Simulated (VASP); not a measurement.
# Zn (P6_3/mmc) in VASP: further runs, part 2 of 2

VASP 6.6.1. Earlier steps stand in the parts before.

**3. Relaxation of cell and atoms, PBE, target pressure 54 GPa, at which the enthalpy is minimised**

This run uses another cell than the first one, of 10.89 Å³/atom.

INCAR reads:

```
PREC = Accurate ; ENCUT = 600
EDIFF = 1E-6 ; ISMEAR = -1
SIGMA = 0.05 ; LREAL = False
LASPH = True ; NELM = 60
ALGO = Normal ; ISIF = 3
LWAVE = False ; LCHARG = False
GGA = PE ; IBRION = 2
NSW = 60 ; EDIFFG = -0.005
PSTRESS = 540.0
```

KPOINTS reads:

```
regular mesh
0
Gamma
  18 18 10
```

POSCAR reads:

```
Zn
1.0
    2.4948737242      0.0000000000      0.0000000000
   -1.2474368621      2.1606240244      0.0000000000
    0.0000000000      0.0000000000      4.0416954333
Zn
2
Direct
    0.3333333333      0.6666666667      0.2500000000
    0.6666666667      0.3333333333      0.7500000000
```

Potentials or basis: VASP PAW PBE potentials, release 64 (Zn).

Run with:

```console
$ cat potpaw_PBE.64/Zn/POTCAR > POTCAR
$ mpirun -np 1 vasp_std > vasp.out
```

OUTCAR:

```text
PREC = Accurate
   ENCUT = 600
   EDIFF = 1E-6
   ISMEAR = -1
   LREAL = False
   LASPH = True
   NELM = 60
   ISIF = 3
   GGA = PE
   IBRION = 2
   NSW = 60
   EDIFFG = -0.005
   PSTRESS = 540.0

 ion  position               nearest neighbor table
   1  0.333  0.667  0.250-   2 2.48   2 2.48   2 2.48   2 2.48   2 2.48   2 2.48
   2  0.667  0.333  0.750-   1 2.48   1 2.48   1 2.48   1 2.48   1 2.48   1 2.48

  LATTYP: Found a hexagonal cell.
 ALAT       =     2.4948737242
 C/A-ratio  =     1.6200000000

  Lattice vectors:

 A1 = (   2.4948737242,   0.0000000000,   0.0000000000)
 A2 = (  -1.2474368621,   2.1606240244,   0.0000000000)
 A3 = (   0.0000000000,   0.0000000000,   4.0416954333)

Analysis of symmetry for initial positions (statically):
=====================================================================
 Subroutine PRICEL returns:
 Original cell was already a primitive cell.

 Routine SETGRP: Setting up the symmetry group for a
 hexagonal supercell.

 Subroutine GETGRP returns: Found 24 space group operations
 (whereof 12 operations were pure point group operations)
 out of a pool of 24 trial point group operations.

The static configuration has the point symmetry D_3d.
 The point group associated with its full space group is D_6h.

Analysis of symmetry for dynamics (positions and initial velocities):
=====================================================================
 Subroutine PRICEL returns:
 Original cell was already a primitive cell.

 Routine SETGRP: Setting up the symmetry group for a
 hexagonal supercell.

 Subroutine GETGRP returns: Found 24 space group operations
 (whereof 12 operations were pure point group operations)
 out of a pool of 24 trial point group operations.

The dynamic configuration has the point symmetry D_3d.
[... 128 lines left out ...]
   IVDW    =     0    specifies the selected vdW correction
   LEPSILON=     F    determine dielectric tensor
   LRPA    =     F    only Hartree local field effects (RPA)
 conjugate gradient relaxation of ions
 non-spin polarized calculation
  energy-cutoff  :      600.00
  volume of cell :       21.79
 maximum number of plane-waves:       756
 NGX is ok and might be reduce to    20
   NGX =  9   NGY =  9   NGZ = 17

--------------------------------------- Ionic step        1  -------------------------------------------

 number of electron      24.0000011 magnetization

 Free energy of the ion-electron system (eV)
  ---------------------------------------------------
  ext. energy  EPLUGINS =         0.00000000
  ---------------------------------------------------
  free energy    TOTEN  =        -1.21029595 eV

  energy without entropy =       -1.20834549  energy(sigma->0) =       -1.20932072

------------------------ aborting loop because EDIFF is reached ----------------------------------------

  FORCE on cell =-STRESS in cart. coord.  units (eV):
  Direction    XX          YY          ZZ          XY          YZ          ZX
  --------------------------------------------------------------------------------------
  -------------------------------------------------------------------------------------
  Total        7.0637361      7.0637361      7.5500552      0.0000000      0.0000000      0.0000000
  in kB      519.4618968    519.4618968    555.2254379      0.0000000      0.0000000      0.0000000
  external PRESSURE =      -8.6169229 kB  Pullay stress =     540.0000000 kB
[... 97 lines left out ...]
  energy  without entropy=       -1.1597118774  energy(sigma->0) =       -1.16041105

  enthalpy is  TOTEN    =         6.1306287107 eV   P V=        7.2917389296

[... ionic steps 4 to 7 ...]

--------------------------------------- Ionic step        8  -------------------------------------------

 number of electron      24.0000000 magnetization

------------------------ aborting loop because EDIFF is reached ----------------------------------------
[... 71 lines left out ...]
--------------------------------------- Ionic step       10  -------------------------------------------

 number of electron      24.0000000 magnetization

 Free energy of the ion-electron system (eV)
  ---------------------------------------------------
  ext. energy  EPLUGINS =         0.00000000
  ---------------------------------------------------
  free energy    TOTEN  =        -1.19341556 eV

  energy without entropy =       -1.19215923  energy(sigma->0) =       -1.19278740

 E-fermi :   6.3881     XC(G=0): -13.4463

 val. band max:        6.2901087477   @ k =   0.2222   0.2222   0.1000
 cond. band min:       6.4562665434   @ k =   0.2778   0.0000   0.0000
 fundamental gap:      0.1661577957
 Fermi energy:         6.3881378768

 k-point     1 :       0.0000    0.0000    0.0000
  band No.  band energies     occupation
      1      -7.4970      2.00000
      2      -4.3490      2.00000
      3      -2.9155      2.00000
      4      -2.8281      2.00000
      5      -2.8281      2.00000
      6      -2.6643      2.00000
[... 433 lines left out ...]
      3      -3.8099      2.00000
      4      -2.9154      2.00000
      5      -2.7242      2.00000
      6      -2.6146      2.00000
[... 8 lines left out ...]
     15      13.3332      0.00000
     16      14.2743      0.00000

 [... further k-points ...]
[... 5 lines left out ...]
  --------------------------------------------------------------------------------------
  -------------------------------------------------------------------------------------
  Total        7.3213661      7.3213661      7.3279288      0.0000000      0.0000000      0.0000000
  in kB      539.8611182    539.8611182    540.3450393      0.0000000      0.0000000      0.0000000
  external PRESSURE =       0.0224252 kB  Pullay stress =     540.0000000 kB
[... 21 lines left out ...]
  energy  without entropy=       -1.1921592320  energy(sigma->0) =       -1.19278740

  enthalpy is  TOTEN    =         6.1298339754 eV   P V=        7.3232495399

 reached required accuracy - stopping structural energy minimisation
```

Run time: 5.4 min. Hardware: 1 thread of Intel Xeon Platinum 8259CL at 2.50GHz (Skylake/Cascade Lake), shared host; peak memory 0.2 GiB.

What came out:

| Quantity | Value |
| --- | --- |
| Free energy | -1.1934 eV |
| Relaxed volume | 10.86 Å³/atom |
| Relaxed cell | a = 2.480 Å, b = 2.480 Å, c = 4.079 Å, α = 90.00°, β = 90.00°, γ = 120.00° |
| Space group after relaxing (to 0.1 Å) | P6_3/mmc (No. 194) |
| Energy change on relaxing (the run minimises the enthalpy) | +8.4 meV/atom |
| Ionic steps | 10 |
| Pressure after relaxing | 54.0 GPa |
| Band gap on the k mesh | zero (bands 12 and 13 overlap by 2.81 eV) |

Step by step:
```
step  energy change (eV)  largest force (eV/Å)  pressure (GPa)  volume (Å³)
   1              0.0000                0.0000           53.14        21.79
   2              0.0604                0.0000           56.03        21.60
   3              0.0492                0.0000           55.37        21.63
   4             -0.0015                0.0000           53.34        21.78
   5              0.0200                0.0000           54.06        21.72
   6              0.0215                0.0000           54.19        21.71
   7              0.0210                0.0000           54.19        21.72
   8              0.0142                0.0000           53.68        21.74
   9              0.0188                0.0000           54.28        21.72
  10              0.0169                0.0000           54.00        21.73
```

Final structure:
```cif
data_structure
_symmetry_space_group_name_H-M 'P 1'
_symmetry_Int_Tables_number 1
_cell_length_a 2.4801
_cell_length_b 2.4801
_cell_length_c 4.0789
_cell_angle_alpha 90.000
_cell_angle_beta 90.000
_cell_angle_gamma 120.000
_cell_volume 21.73
loop_
_atom_site_label
_atom_site_type_symbol
_atom_site_fract_x
_atom_site_fract_y
_atom_site_fract_z
_atom_site_occupancy
Zn1 Zn 0.33333 0.66667 0.25000 1
Zn2 Zn 0.66667 0.33333 0.75000 1
```

Caveat: the cell is relaxed towards a set pressure, so the run minimises the enthalpy, not the energy.

The gap in the log of VASP goes by the Fermi energy; the results here count the filled bands.